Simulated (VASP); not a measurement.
# C6O in VASP: relaxation of the atoms with PBE+D3(BJ)

Aim: the relaxation of the atoms of C6O with PBE+D3(BJ).

Everything below comes from runs of VASP 6.6.1. Logs are shortened: lines on timing, memory, paths and dates and some standing lists are left out, and cuts for length are marked.

**1. The cell of the first run**

The cell holds a slab with vacuum, 7 atoms: a = 2.465 Å, b = 2.465 Å, c = 25.738 Å, α = 90.00°, β = 90.00°, γ = 120.00°.

**2. Relaxation of the atoms, PBE+D3(BJ)**

INCAR reads:

```
PREC = Accurate ; ENCUT = 520
EDIFF = 1E-6 ; ISMEAR = 0
SIGMA = 0.1 ; LREAL = F
LASPH = T ; NELM = 80
ALGO = Normal ; ISIF = 2
LWAVE = F ; LCHARG = F
LDIPOL = T ; IDIPOL = 3
DIPOL = 0.5 0.5 0.487 ; GGA = PE
IVDW = 12 ; IBRION = 2
NSW = 45 ; EDIFFG = -0.02
```

KPOINTS reads:

```
Automatic mesh
0
Gamma
  12 12 1
```

POSCAR reads:

```
C6O
1.0
    2.4649796649      0.0000000000      0.0000000000
   -1.2324898325      2.1347350096      0.0000000000
    0.0000000000      0.0000000000     25.7384327799
C O
6 1
Selective dynamics
Direct
    0.0000000000      0.0000000000      0.3302454468  F F F
    0.3333333333      0.6666666667      0.3302454377  F F F
    0.0000000000      0.0000000000      0.4611476002  F F F
    0.6666666667      0.3333333333      0.4611475909  F F F
    0.0000000000      0.0000000000      0.5920497534  F F F
    0.3333333333      0.6666666667      0.5920497443  F F F
    0.0000000000      0.5000000000      0.6402267349  F F T
```

Potentials or basis: VASP PAW PBE potentials, release 64 (C, O).

On the command line:

```bash
$ cat potpaw_PBE.64/C/POTCAR potpaw_PBE.64/O/POTCAR > POTCAR
$ mpirun -np 1 vasp_std > vasp.out
```

OUTCAR:

```text
PREC = Accurate
   ENCUT = 520
   EDIFF = 1E-6
   ISMEAR = 0
   LREAL = F
   LASPH = T
   NELM = 80
   ISIF = 2
   GGA = PE
   IVDW = 12
   IBRION = 2
   NSW = 45
   EDIFFG = -0.02
 IVDW          = 12

 ion  position               nearest neighbor table
   1  0.000  0.000  0.330-   2 1.42   2 1.42   2 1.42
   2  0.333  0.667  0.330-   1 1.42   1 1.42   1 1.42
   3  0.000  0.000  0.461-   4 1.42   4 1.42   4 1.42
   4  0.667  0.333  0.461-   3 1.42   3 1.42   3 1.42
   5  0.000  0.000  0.592-   6 1.42   6 1.42   6 1.42   7 1.75   7 1.75
   6  0.333  0.667  0.592-   5 1.42   5 1.42   5 1.42   7 1.43
   7  0.000  0.500  0.640-   6 1.43   5 1.75   5 1.75

  LATTYP: Found a hexagonal cell.
 ALAT       =     2.4649796649
 C/A-ratio  =    10.4416410190

  Lattice vectors:

 A1 = (   2.4649796649,   0.0000000000,   0.0000000000)
 A2 = (  -1.2324898325,   2.1347350096,   0.0000000000)
 A3 = (   0.0000000000,   0.0000000000,  25.7384327799)

Analysis of symmetry for initial positions (statically):
=====================================================================
 Subroutine PRICEL returns:
 Original cell was already a primitive cell.

 Routine SETGRP: Setting up the symmetry group for a
 hexagonal supercell.

 Subroutine GETGRP returns: Found  2 space group operations
 (whereof  2 operations were pure point group operations)
 out of a pool of 24 trial point group operations.

The static configuration has the point symmetry C_1h.

Analysis of symmetry for dynamics (positions and initial velocities):
=====================================================================
 Subroutine PRICEL returns:
 Original cell was already a primitive cell.

 Routine SETGRP: Setting up the symmetry group for a
 hexagonal supercell.

 Subroutine GETGRP returns: Found  2 space group operations
 (whereof  2 operations were pure point group operations)
 out of a pool of 24 trial point group operations.

The dynamic configuration has the point symmetry C_1h.

Analysis of constrained symmetry for selective dynamics:
=====================================================================
 Subroutine PRICEL returns:
 Original cell was already a primitive cell.

 Routine SETGRP: Setting up the symmetry group for a
 hexagonal supercell.

 Subroutine GETGRP returns: Found  2 space group operations
 (whereof  2 operations were pure point group operations)
 out of a pool of 24 trial point group operations.

The constrained configuration has the point symmetry C_1h.

 Subroutine INISYM returns: Found  2 space group operations
 (whereof  2 operations are pure point group operations),
 and found     1 'primitive' translations

----------------------------------------------------------------------------------------

                                     Primitive cell

  volume of cell :     135.4377

  direct lattice vectors                    reciprocal lattice vectors
     2.464979665  0.000000000  0.000000000     0.405682860  0.234221108  0.000000000
    -1.232489832  2.134735010  0.000000000     0.000000000  0.468442217  0.000000000
     0.000000000  0.000000000 25.738432780     0.000000000  0.000000000  0.038852404

  length of vectors
     2.464979665  2.464979665 25.738432780     0.468442217  0.468442217  0.038852404

  position of ions in fractional coordinates (direct lattice)
     0.000000000  0.000000000  0.330245447
     0.333333333  0.666666667  0.330245438
     0.000000000  0.000000000  0.461147600
     0.666666667  0.333333333  0.461147591
     0.000000000  0.000000000  0.592049753
     0.333333333  0.666666667  0.592049744
     0.000000000  0.500000000  0.640226735

  ion indices of the primitive-cell ions
   primitive index   ion index
                 1           1
                 2           2
                 3           3
                 4           4
                 5           5
                 6           6
                 7           7

----------------------------------------------------------------------------------------

 KPOINTS: Automatic mesh

Automatic generation of k-mesh.
 Grid dimensions read from file:
 generate k-points for:   12   12    1

 Generating k-lattice:

  Cartesian coordinates                     Fractional coordinates (reciprocal lattice)
     0.033806905  0.019518426  0.000000000     0.083333333  0.000000000  0.000000000
     0.000000000  0.039036851  0.000000000     0.000000000  0.083333333  0.000000000
     0.000000000  0.000000000  0.038852404     0.000000000  0.000000000  1.000000000

  Length of vectors
     0.039036851  0.039036851  0.038852404

  Shift w.r.t. Gamma in fractional coordinates (k-lattice)
     0.000000000  0.000000000  0.000000000

 Subroutine IBZKPT returns following result:
 ===========================================

 Found     43 irreducible k-points:

 Following reciprocal coordinates:
            Coordinates               Weight
  0.000000  0.000000  0.000000      1.000000
  0.083333  0.000000  0.000000      2.000000
  0.000000  0.083333  0.000000      4.000000
  0.166667  0.000000  0.000000      2.000000
  0.000000  0.166667  0.000000      4.000000
  0.250000 -0.000000  0.000000      2.000000
[... 16 lines left out ...]
 -0.083333  0.416667  0.000000      4.000000
 -0.416667  0.333333  0.000000      4.000000
 [... further k-points ...]
   k-points           NKPTS =     43   k-points in BZ     NKDIM =     43   number of bands    NBANDS=     19
   number of dos      NEDOS =    301   number of ions     NIONS =      7
   total plane-waves  NPLWV =  62208
   dimension x,y,z NGX =    18 NGY =   18 NGZ =  192
   dimension x,y,z NGXF=    36 NGYF=   36 NGZF=  384
   ions per type =               6   1
   NGX,Y,Z   is equivalent  to a cutoff of  12.14, 12.14, 12.40 a.u.
   NGXF,Y,Z  is equivalent  to a cutoff of  24.28, 24.28, 24.80 a.u.
 SYSTEM =  unknown system
   PREC   = accura    normal or accurate (medium, high low for compatibility)
   ISTART =      0    job   : 0-new  1-cont  2-samecut
   ICHARG =      2    charge: 1-file 2-atom 10-const
   ISPIN  =      1    spin polarized calculation?
   LNONCOLLINEAR =      F non collinear calculations
   LSORBIT =      F    spin-orbit coupling
   LASPH  =      T    aspherical Exc in radial PAW
   ENCUT  =  520.0 eV  38.22 Ry    6.18 a.u.   4.58  4.58 47.86*2*pi/ulx,y,z
   NELM   =     80;   NELMIN=  2; NELMDL= -5     # of ELM steps
   EDIFF  = 0.1E-05   stopping-criterion for ELM
   LREAL  =      F    real-space projection
   EDIFFG = -.2E-01   stopping-criterion for IOM
   NSW    =     45    number of steps for IOM
   IBRION =      2    ionic relax: 0-MD 1-quasi-New 2-CG
   NFREE  =      1    steps in history (QN), initial steepest desc. (CG)
   ISIF   =      2    stress and relaxation
   ISYM   =      2    0-nonsym 1-usesym 2-fastsym
   POTIM  = 0.5000    time-step for ionic-motion
   TEBEG  =    0.0;   TEEND  =   0.0 temperature during run
   PSTRESS=    0.0 pullay stress
   NELECT =      30.0000    total number of electrons
   NUPDOWN=      -1.0000    fix difference up-down
   EMIN   =  10.00;   EMAX   =-10.00  energy-range for DOS
   EFERMI =   0.00;   METHOD = LEGACY
   ISMEAR =     0;   SIGMA  =   0.10  broadening in eV -4-tet -1-fermi 0-gaus
   EFERMI_NEDOS =   21; number of points for ismear=-14 and -15
   IALGO  =     38    algorithm
   IMIX   =      4    mixing-type and parameters
     AMIX     =   0.40;   BMIX     =  1.00
     AMIX_MAG =   1.60;   BMIX_MAG =  1.00
  volume/ion in A,a.u.               =      19.35       130.57
  Fermi-wavevector in a.u.,A,eV,Ry     =   0.990533  1.871835 13.349422  0.981155
  Thomas-Fermi vector in A             =   2.122210
   LORBIT       =      0    0 simple, 1 ext, 2 COOP (PROOUT), +10 PAW based schemes
   GGA     = PE    functional components
   LHFCALC =     F    Hartree Fock is set to
   AEXX    =    0.0000 exact exchange contribution
   IVDW    =    12    specifies the selected vdW correction
   LEPSILON=     F    determine dielectric tensor
   LRPA    =     F    only Hartree local field effects (RPA)
 conjugate gradient relaxation of ions
 non-spin polarized calculation
 Gauss-broadening in eV      SIGMA  =   0.10
  energy-cutoff  :      520.00
  volume of cell :      135.44
 maximum number of plane-waves:      3696
   NGX =  9   NGY =  9   NGZ = 95

 dipolmoment           0.000000      0.000000     -0.029381 electrons x Angstroem

--------------------------------------- Ionic step        1  -------------------------------------------

 number of electron      29.9999998 magnetization

 Free energy of the ion-electron system (eV)
  ---------------------------------------------------
  ext. energy  EPLUGINS =         0.00000000
  ---------------------------------------------------
  free energy    TOTEN  =       -56.99116310 eV

  energy without entropy =      -56.98939004  energy(sigma->0) =      -56.99027657

------------------------ aborting loop because EDIFF is reached ----------------------------------------

 Edisp (eV)   -0.86251

 E8    (eV) :    -0.2497

  FORCE on cell =-STRESS in cart. coord.  units (eV):
  Direction    XX          YY          ZZ          XY          YZ          ZX
  --------------------------------------------------------------------------------------
  -------------------------------------------------------------------------------------
  Total       7.60662     7.15944     6.07306     0.38726     0.75867     1.31406
  in kB      89.98344    84.69354    71.84209     4.58119     8.97480    15.54487
  external pressure =       82.17 kB  Pullay stress =        0.00 kB
[... 71 lines left out ...]
  energy  without entropy=      -58.1092251893  energy(sigma->0) =      -58.11029854

--------------------------------------- Ionic step        3  -------------------------------------------

 number of electron      29.9999998 magnetization

 dipolmoment           0.000000      0.000000      0.082485 electrons x Angstroem

 Free energy of the ion-electron system (eV)
  ---------------------------------------------------
  ext. energy  EPLUGINS =         0.00000000
  ---------------------------------------------------
  free energy    TOTEN  =       -57.33272887 eV

  energy without entropy =      -57.33061274  energy(sigma->0) =      -57.33167081

 E-fermi :  -0.9480     XC(G=0):  -4.9342

 val. band max:       -1.0465299333   @ k =   0.1667   0.0000   0.0000
 cond. band min:      -0.9084062375   @ k =   0.3333   0.3333   0.0000
 fundamental gap:      0.1381236959
 Fermi energy:        -0.9480491474

 k-point     1 :       0.0000    0.0000    0.0000
  band No.  band energies     occupation
      1     -25.0355      2.00000
      2     -21.0489      2.00000
      3     -20.5668      2.00000
      4     -18.1319      2.00000
      5      -9.6433      2.00000
      6      -8.9424      2.00000
[... 11 lines left out ...]
     18       3.7946      0.00000
     19       4.3447      0.00000
[... 489 lines left out ...]
      3     -17.1986      2.00000
      4     -16.6861      2.00000
      5     -13.3466      2.00000
      6     -12.1361      2.00000
[... 11 lines left out ...]
     18       2.7472      0.00000
     19       4.4635      0.00000

 [... further k-points ...]

------------------------ aborting loop because EDIFF is reached ----------------------------------------

 vacuum level on the upper side and lower side of the slab       (xc-potential included)         1.380        -1.398

 Edisp (eV)   -0.85808

 E8    (eV) :    -0.2485

  FORCE on cell =-STRESS in cart. coord.  units (eV):
  Direction    XX          YY          ZZ          XY          YZ          ZX
  --------------------------------------------------------------------------------------
  -------------------------------------------------------------------------------------
  Total       6.97293     6.42389    -0.17233     0.47548     1.20112     2.08040
  in kB      82.48718    75.99223    -2.03861     5.62479    14.20880    24.61037
  external pressure =       52.15 kB  Pullay stress =        0.00 kB
[... 22 lines left out ...]
  FREE ENERGIE OF THE ION-ELECTRON SYSTEM (eV)
  ---------------------------------------------------
  free  energy   TOTEN  =       -58.1908041925 eV

  energy  without entropy=      -58.1886880692  energy(sigma->0) =      -58.18974613

 reached required accuracy - stopping structural energy minimisation

 vacuum level on the upper side and lower side of the slab         6.049         3.213
```

Run time: 5.4 min. Hardware: 1 thread of Intel Xeon 8259CL, shared host; peak memory 0.27 GiB.

What came out:

| Item | Value |
| --- | --- |
| Free energy | -58.1908 eV |
| Energy gained by relaxing | 48.2 meV/atom |
| Ionic steps | 3 |
| Band gap on the k mesh | zero (bands 15 and 16 overlap by 0.18 eV) |
| Dispersion energy per atom | -0.123 eV |

Step by step:
| step | energy change (eV) | largest force on free atoms (eV/Å) | pressure (GPa) |
| --- | --- | --- | --- |
| 1 | 0.0000 | 5.0313 | 8.22 |
| 2 | -0.2577 | 1.5167 | 4.09 |
| 3 | -0.3371 | 0.0021 | 5.21 |

Final structure:
```xyz
7
Lattice="2.4650 0.0000 0.0000 -1.2325 2.1347 0.0000 0.0000 0.0000 25.7384" Properties=species:S:1:pos:R:3 pbc="T T T"
C     0.0000    0.0000    8.5000
C     0.0000    1.4232    8.5000
C     0.0000    0.0000   11.8692
C     1.2325    0.7116   11.8692
C     0.0000    0.0000   15.2384
C     0.0000    1.4232   15.2384
O    -0.6162    1.0674   16.6284
```

Levels at points of the mesh, in eV from the Fermi level:
| k point | band 11 | band 12 | band 13 | band 14 | band 15 | band 16 | band 17 | band 18 | band 19 |
| --- | --- | --- | --- | --- | --- | --- | --- | --- | --- |
| (0.00, 0.00, 0.00) | -3.58 | -3.13 | -3.13 | -0.68 | 0.04 | 0.12 | 3.46 | 4.74 | 5.29 |
| (0.50, 0.00, 0.00) | -6.43 | -3.95 | -3.00 | -2.44 | -0.79 | 0.89 | 1.12 | 1.63 | 2.82 |
| (0.00, 0.50, 0.00) | -6.51 | -3.86 | -3.02 | -2.44 | -1.92 | 0.89 | 1.36 | 1.64 | 5.06 |

The gap in the log of VASP goes by the Fermi energy; the results here count the filled bands.